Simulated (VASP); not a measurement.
# Li3Os (P-3m1) in VASP: a series of runs

Li3Os is run at these levels: PBE; tasks: single point, relaxation of cell and atoms.

Everything below comes from runs of VASP 6.6.1. Logs are shortened: lines on timing, memory, paths and dates and some standing lists are left out, and cuts for length are marked.

## Step 1: The cell of the first run

It takes space group P-3m1 (No. 164, trigonal). The conventional cell has a = 2.683 Å, b = 2.683 Å, c = 9.706 Å, α = 90.00°, β = 90.00°, γ = 120.00°. Li (site symmetry 3m) has 9 Li at 2.68 to 3.06 Å and 3 Os at 2.71 Å within 3.5 Å. Within 3.5 Å of Li (site symmetry -3m) lie 12 Li at 2.68 to 3.06 Å. Os (site symmetry -3m) has 6 Os at 2.68 Å and 6 Li at 2.71 Å within 3.5 Å.

## Step 2: Single point, PBE

The input, INCAR:

```
ALGO = Normal
EDIFF = 1E-6
ENCUT = 520
GGA = PE
ISIF = 2
ISMEAR = 0
LASPH = True
LCHARG = True
LELF = True
LREAL = False
LVHAR = True
LWAVE = False
NBANDS = 16
NELM = 100
PREC = Accurate
SIGMA = 0.1
```

The input, KPOINTS:

```
k-points
0
Gamma
  21 21 6
```

The input, POSCAR:

```
Li3Os
1.0
    2.6833237014      0.0000000000      0.0000000000
   -1.3416618507      2.3238264920      0.0000000000
    0.0000000000      0.0000000000      9.7064903247
Li Os
3 1
Direct
    0.6666666667      0.3333333333      0.7285063231
    0.0000000000      0.0000000000      0.0000000000
    0.3333333333      0.6666666667      0.2714936769
    0.0000000000      0.0000000000      0.5000000000
```

Potentials or basis: VASP PAW PBE potentials, release 64 (Li_sv, Os).

On the command line:

```sh
$ cat potpaw_PBE.64/Li_sv/POTCAR potpaw_PBE.64/Os/POTCAR > POTCAR
$ mpirun -np 1 vasp_std > vasp.out
```

OUTCAR:

```text
EDIFF = 1E-6
   ENCUT = 520
   GGA = PE
   ISIF = 2
   ISMEAR = 0
   LASPH = True
   LREAL = False
   NELM = 100
   PREC = Accurate

 ion  position               nearest neighbor table
   1  0.667  0.333  0.729-   4 2.71   4 2.71   4 2.71
   2  0.000  0.000  0.000-
   3  0.333  0.667  0.271-   4 2.71   4 2.71   4 2.71
   4  0.000  0.000  0.500-   1 2.71   3 2.71   1 2.71   3 2.71   1 2.71   3 2.71

  LATTYP: Found a hexagonal cell.
 ALAT       =     2.6833237014
 C/A-ratio  =     3.6173385714

  Lattice vectors:

 A1 = (   2.6833237014,   0.0000000000,   0.0000000000)
 A2 = (  -1.3416618507,   2.3238264920,   0.0000000000)
 A3 = (   0.0000000000,   0.0000000000,   9.7064903247)

Analysis of symmetry for initial positions (statically):
=====================================================================
 Subroutine PRICEL returns:
 Original cell was already a primitive cell.

 Routine SETGRP: Setting up the symmetry group for a
 hexagonal supercell.

 Subroutine GETGRP returns: Found 12 space group operations
 (whereof 12 operations were pure point group operations)
 out of a pool of 24 trial point group operations.

The static configuration has the point symmetry D_3d.

Analysis of symmetry for dynamics (positions and initial velocities):
=====================================================================
 Subroutine PRICEL returns:
 Original cell was already a primitive cell.

 Routine SETGRP: Setting up the symmetry group for a
 hexagonal supercell.

 Subroutine GETGRP returns: Found 12 space group operations
 (whereof 12 operations were pure point group operations)
 out of a pool of 24 trial point group operations.

The dynamic configuration has the point symmetry D_3d.

 Subroutine INISYM returns: Found 12 space group operations
 (whereof 12 operations are pure point group operations),
 and found     1 'primitive' translations

----------------------------------------------------------------------------------------

                                     Primitive cell

  volume of cell :      60.5256

  direct lattice vectors                    reciprocal lattice vectors
     2.683323701  0.000000000  0.000000000     0.372672145  0.215162363  0.000000000
    -1.341661851  2.323826492  0.000000000     0.000000000  0.430324727  0.000000000
     0.000000000  0.000000000  9.706490325     0.000000000  0.000000000  0.103023850

  length of vectors
     2.683323701  2.683323701  9.706490325     0.430324727  0.430324727  0.103023850

  position of ions in fractional coordinates (direct lattice)
     0.666666667  0.333333333  0.728506323
     0.000000000  0.000000000  0.000000000
     0.333333333  0.666666667  0.271493677
     0.000000000  0.000000000  0.500000000

  ion indices of the primitive-cell ions
   primitive index   ion index
                 1           1
                 2           2
                 3           3
                 4           4

----------------------------------------------------------------------------------------

 KPOINTS: k-points

Automatic generation of k-mesh.
 Grid dimensions read from file:
 generate k-points for:   21   21    6

 Generating k-lattice:

  Cartesian coordinates                     Fractional coordinates (reciprocal lattice)
     0.017746293  0.010245827  0.000000000     0.047619048  0.000000000  0.000000000
     0.000000000  0.020491654  0.000000000     0.000000000  0.047619048  0.000000000
     0.000000000  0.000000000  0.017170642     0.000000000  0.000000000  0.166666667

  Length of vectors
     0.020491654  0.020491654  0.017170642

  Shift w.r.t. Gamma in fractional coordinates (k-lattice)
     0.000000000  0.000000000  0.000000000

 Subroutine IBZKPT returns following result:
 ===========================================

 Found    266 irreducible k-points:

 Following reciprocal coordinates:
            Coordinates               Weight
  0.000000  0.000000  0.000000      1.000000
  0.047619  0.000000  0.000000      6.000000
  0.095238  0.000000  0.000000      6.000000
  0.142857  0.000000  0.000000      6.000000
  0.190476  0.000000  0.000000      6.000000
  0.238095 -0.000000  0.000000      6.000000
[... 16 lines left out ...]
  0.142857  0.095238  0.000000     12.000000
  0.190476  0.095238  0.000000     12.000000
 [... further k-points ...]
   k-points           NKPTS =    266   k-points in BZ     NKDIM =    266   number of bands    NBANDS=     16
   number of dos      NEDOS =    301   number of ions     NIONS =      4
   total plane-waves  NPLWV =  28800
   dimension x,y,z NGX =    20 NGY =   20 NGZ =   72
   dimension x,y,z NGXF=    40 NGYF=   40 NGZF=  144
   ions per type =               3   1
   NGX,Y,Z   is equivalent  to a cutoff of  12.39, 12.39, 12.33 a.u.
   NGXF,Y,Z  is equivalent  to a cutoff of  24.78, 24.78, 24.66 a.u.
 SYSTEM =  unknown system
   PREC   = accura    normal or accurate (medium, high low for compatibility)
   ISTART =      0    job   : 0-new  1-cont  2-samecut
   ICHARG =      2    charge: 1-file 2-atom 10-const
   ISPIN  =      1    spin polarized calculation?
   LNONCOLLINEAR =      F non collinear calculations
   LSORBIT =      F    spin-orbit coupling
   LASPH  =      T    aspherical Exc in radial PAW
   ENCUT  =  520.0 eV  38.22 Ry    6.18 a.u.   4.99  4.99 18.05*2*pi/ulx,y,z
   NELM   =    100;   NELMIN=  2; NELMDL= -5     # of ELM steps
   EDIFF  = 0.1E-05   stopping-criterion for ELM
   LREAL  =      F    real-space projection
   EDIFFG = 0.1E-04   stopping-criterion for IOM
   NSW    =      0    number of steps for IOM
   IBRION =     -1    ionic relax: 0-MD 1-quasi-New 2-CG
   NFREE  =      0    steps in history (QN), initial steepest desc. (CG)
   ISIF   =      2    stress and relaxation
   ISYM   =      2    0-nonsym 1-usesym 2-fastsym
   POTIM  = 0.5000    time-step for ionic-motion
   TEBEG  =    0.0;   TEEND  =   0.0 temperature during run
   PSTRESS=    0.0 pullay stress
   NELECT =      17.0000    total number of electrons
   NUPDOWN=      -1.0000    fix difference up-down
   EMIN   =  10.00;   EMAX   =-10.00  energy-range for DOS
   EFERMI =   0.00;   METHOD = LEGACY
   ISMEAR =     0;   SIGMA  =   0.10  broadening in eV -4-tet -1-fermi 0-gaus
   EFERMI_NEDOS =   21; number of points for ismear=-14 and -15
   IALGO  =     38    algorithm
   IMIX   =      4    mixing-type and parameters
     AMIX     =   0.40;   BMIX     =  1.00
     AMIX_MAG =   1.60;   BMIX_MAG =  1.00
  volume/ion in A,a.u.               =      15.13       102.11
  Fermi-wavevector in a.u.,A,eV,Ry     =   1.072123  2.026020 15.639200  1.149449
  Thomas-Fermi vector in A             =   2.207884
   LORBIT       =      0    0 simple, 1 ext, 2 COOP (PROOUT), +10 PAW based schemes
   GGA     = PE    functional components
   LHFCALC =     F    Hartree Fock is set to
   AEXX    =    0.0000 exact exchange contribution
   IVDW    =     0    specifies the selected vdW correction
   LEPSILON=     F    determine dielectric tensor
   LRPA    =     F    only Hartree local field effects (RPA)
 non-spin polarized calculation
 Gauss-broadening in eV      SIGMA  =   0.10
  energy-cutoff  :      520.00
  volume of cell :       60.53
 maximum number of plane-waves:      1671
   NGX =  9   NGY =  9   NGZ = 37

 number of electron      16.9999999 magnetization

 Free energy of the ion-electron system (eV)
  ---------------------------------------------------
  ext. energy  EPLUGINS =         0.00000000
  ---------------------------------------------------
  free energy    TOTEN  =       -16.51697919 eV

  energy without entropy =      -16.50714356  energy(sigma->0) =      -16.51206138

 E-fermi :   3.0132     XC(G=0):  -9.2342

 val. band max:        3.0129181124   @ k =  -0.0476   0.4762   0.3333
 cond. band min:       3.0179174398   @ k =   0.2381   0.2381   0.3333
 fundamental gap:      0.0049993274
 Fermi energy:         3.0132275471

 k-point     1 :       0.0000    0.0000    0.0000
  band No.  band energies     occupation
      1     -43.2909      2.00000
      2     -42.7735      2.00000
      3     -42.7729      2.00000
      4      -4.9192      2.00000
      5      -0.9176      2.00000
      6       0.1417      2.00000
[... 8 lines left out ...]
     15      13.8711      0.00000
     16      19.0257      0.00000

 k-point     2 :       0.0476    0.0000    0.0000
  band No.  band energies     occupation
      1     -43.2898      2.00000
      2     -42.7724      2.00000
      3     -42.7718      2.00000
      4      -4.8171      2.00000
      5      -0.8768      2.00000
      6       0.1856      2.00000
[... 8 lines left out ...]
     15      13.8662      0.00000
     16      19.1039      0.00000

 k-point     3 :       0.0952    0.0000    0.0000
  band No.  band energies     occupation
      1     -43.2866      2.00000
      2     -42.7691      2.00000
      3     -42.7685      2.00000
      4      -4.5190      2.00000
      5      -0.7559      2.00000
      6       0.3155      2.00000
[... 8 lines left out ...]
     15      13.8476      0.00000
     16      18.3449      0.00000

 k-point     4 :       0.1429    0.0000    0.0000
  band No.  band energies     occupation
      1     -43.2815      2.00000
      2     -42.7639      2.00000
      3     -42.7634      2.00000
      4      -4.0536      2.00000
      5      -0.5669      2.00000
      6       0.3067      2.00000
[... 8 lines left out ...]
     15      13.7927      0.00000
     16      16.8700      0.00000

 k-point     5 :       0.1905    0.0000    0.0000
  band No.  band energies     occupation
      1     -43.2750      2.00000
      2     -42.7572      2.00000
      3     -42.7568      2.00000
      4      -3.4816      2.00000
      5      -0.3651      2.00000
      6       0.1788      2.00000
[... 8 lines left out ...]
     15      13.6200      0.00000
     16      15.4280      0.00000

 k-point     6 :       0.2381   -0.0000    0.0000
  band No.  band energies     occupation
      1     -43.2677      2.00000
      2     -42.7497      2.00000
      3     -42.7493      2.00000
      4      -2.9226      2.00000
      5      -0.2686      2.00000
      6      -0.0548      2.00000
[... 8 lines left out ...]
     15      13.1443      0.00000
     16      14.3117      0.00000

 k-point     7 :       0.2857    0.0000    0.0000
  band No.  band energies     occupation
      1     -43.2602      2.00000
      2     -42.7420      2.00000
      3     -42.7418      2.00000
      4      -2.5588      2.00000
      5      -0.3682      2.00000
      6      -0.0890      2.00000
[... 8 lines left out ...]
     15      12.5878      0.00000
     16      13.5325      0.00000

 k-point     8 :       0.3333    0.0000    0.0000
  band No.  band energies     occupation
      1     -43.2532      2.00000
      2     -42.7348      2.00000
      3     -42.7347      2.00000
      4      -2.4743      2.00000
      5      -0.6378      2.00000
      6       0.2628      2.00000
[... 8 lines left out ...]
     15      11.7368      0.00000
     16      12.6632      0.00000

 k-point     9 :       0.3810    0.0000    0.0000
  band No.  band energies     occupation
      1     -43.2473      2.00000
      2     -42.7288      2.00000
      3     -42.7287      2.00000
      4      -2.5480      2.00000
      5      -0.8662      2.00000
      6       0.7034      2.00000
[... 8 lines left out ...]
     15      10.9147      0.00000
     16      11.7117      0.00000
[... 172 lines left out ...]
 k-point    19 :       0.3810    0.0476    0.0000
  band No.  band energies     occupation
      1     -43.2447      2.00000
      2     -42.7261      2.00000
      3     -42.7260      2.00000
      4      -2.5050      2.00000
      5      -0.9319      2.00000
      6       0.9249      2.00000
[... 8 lines left out ...]
     15      10.6805      0.00000
     16      11.2102      0.00000

 k-point    20 :       0.4286    0.0476    0.0000
  band No.  band energies     occupation
      1     -43.2414      2.00000
      2     -42.7228      2.00000
      3     -42.7226      2.00000
      4      -2.5931      2.00000
      5      -1.0510      2.00000
      6       1.2429      2.00000
[... 8 lines left out ...]
     15      10.4640      0.00000
     16      10.8987      0.00000

 k-point    21 :       0.4762    0.0476    0.0000
  band No.  band energies     occupation
      1     -43.2403      2.00000
      2     -42.7217      2.00000
      3     -42.7215      2.00000
      4      -2.6261      2.00000
      5      -1.0914      2.00000
      6       1.3611      2.00000
[... 8 lines left out ...]
     15      10.1377      0.00000
     16      11.2696      0.00000

 k-point    22 :       0.0952    0.0952    0.0000
  band No.  band energies     occupation
      1     -43.2786      2.00000
      2     -42.7609      2.00000
      3     -42.7605      2.00000
      4      -3.7775      2.00000
      5      -0.4424      2.00000
      6       0.2679      2.00000
[... 8 lines left out ...]
     15      13.7616      0.00000
     16      16.5582      0.00000

 k-point    23 :       0.1429    0.0952    0.0000
  band No.  band energies     occupation
      1     -43.2724      2.00000
      2     -42.7545      2.00000
      3     -42.7542      2.00000
      4      -3.2000      2.00000
      5      -0.2095      2.00000
      6       0.1194      2.00000
[... 8 lines left out ...]
     15      13.5920      0.00000
     16      15.1842      0.00000

 k-point    24 :       0.1905    0.0952    0.0000
  band No.  band energies     occupation
      1     -43.2654      2.00000
      2     -42.7473      2.00000
      3     -42.7471      2.00000
      4      -2.5998      2.00000
      5      -0.2005      2.00000
      6      -0.0982      2.00000
[... 8 lines left out ...]
     15      13.1290      0.00000
     16      14.0524      0.00000

 [... further k-points ...]
[... 5 lines left out ...]
  --------------------------------------------------------------------------------------
  -------------------------------------------------------------------------------------
  Total       -0.0821022     -0.0821022     -0.0868027      0.0000000      0.0000000      0.0000000
  in kB       -2.1733325     -2.1733325     -2.2977619      0.0000000      0.0000000      0.0000000
  external PRESSURE =      -2.2148090 kB  Pullay stress =       0.0000000 kB

 VOLUME and BASIS-vectors are now :
 -----------------------------------------------------------------------------
  energy-cutoff  :      520.00
  volume of cell :       60.53
      direct lattice vectors                 reciprocal lattice vectors
     2.683323701  0.000000000  0.000000000     0.372672145  0.215162363  0.000000000
    -1.341661851  2.323826492  0.000000000     0.000000000  0.430324727  0.000000000
     0.000000000  0.000000000  9.706490325     0.000000000  0.000000000  0.103023850

 POSITION                                       TOTAL-FORCE (eV/Angst)
 -----------------------------------------------------------------------------------
      1.34166      0.77461      7.07124         0.000000      0.000000     -0.014191
      0.00000      0.00000      0.00000         0.000000      0.000000      0.000000
     -0.00000      1.54922      2.63525        -0.000000     -0.000000      0.014191
      0.00000      0.00000      4.85325         0.000000      0.000000      0.000000
 -----------------------------------------------------------------------------------
    total drift:                                0.000000      0.000000      0.000000

  FREE ENERGIE OF THE ION-ELECTRON SYSTEM (eV)
  ---------------------------------------------------
  free  energy   TOTEN  =       -16.5169791925 eV

  energy  without entropy=      -16.5071435645  energy(sigma->0) =      -16.51206138
```

Wall time 1.7 min (1 thread of Intel Xeon 6975P-C (Granite Rapids), shared host); peak memory 0.36 GiB.

What came out:

```
Free energy   : -16.5170 eV
Largest force : 0.014 eV/Å
```

Forces on the atoms (eV/Å):
```
Li   0.000  0.000 -0.014
Li   0.000  0.000  0.000
Li   0.000  0.000  0.014
Os   0.000  0.000  0.000
```

Caveat: the cutoff is under 1.25 times the usual one of these potentials, so pressure, stress and relaxed cells hold a basis-set (Pulay) error; spin-orbit coupling is left out, which moves the levels of the heavy elements.

## Step 3: Single point, PBE

The input, INCAR:

```
SYSTEM = Li3Os
PREC = Accurate ; ENCUT = 520
EDIFF = 1E-7 ; ISMEAR = 0
SIGMA = 0.1 ; LREAL = .FALSE.
LASPH = .TRUE. ; NELM = 100
ALGO = Normal ; ISIF = 2
LWAVE = .FALSE. ; LCHARG = .FALSE.
GGA = PE ; NBANDS = 16
```

The input, KPOINTS:

```
Automatic mesh
0
G
  21 21 6
  0 0 0
```

POSCAR is that of step 2.

Potentials or basis: VASP PAW PBE potentials, release 64 (Li_sv, Os).

On the command line:

```sh
$ cat potpaw_PBE.64/Li_sv/POTCAR potpaw_PBE.64/Os/POTCAR > POTCAR
$ mpirun -np 1 vasp_std > vasp.out
```

Run time: 1.9 min. Hardware: 1 thread of Intel Xeon 6975P-C (Granite Rapids), shared host; peak memory 0.36 GiB.

It converged, with:

| Property | Result |
| --- | --- |
| Free energy | -16.5170 eV |
| Largest force | 0.014 eV/Å |

Forces in eV/Å, atoms in the order of the input:
```
Li   0.000  0.000 -0.014
Li   0.000  0.000  0.000
Li   0.000  0.000  0.014
Os   0.000  0.000  0.000
```

Levels at points of the mesh, in eV from the Fermi level:
| k point | band 6 | band 7 | band 8 | band 9 | band 10 | band 11 |
| --- | --- | --- | --- | --- | --- | --- |
| (0.00, 0.00, 0.00) | -2.87 | -2.73 | -1.84 | -1.84 | -0.61 | 1.25 |
| (0.00, 0.00, 0.50) | -3.52 | -1.84 | -1.84 | -1.60 | -1.43 | 1.25 |

Caveat: the cutoff is under 1.25 times the usual one of these potentials, so pressure, stress and relaxed cells hold a basis-set (Pulay) error; spin-orbit coupling is left out, which moves the levels of the heavy elements.

[end of part 1 of 2]
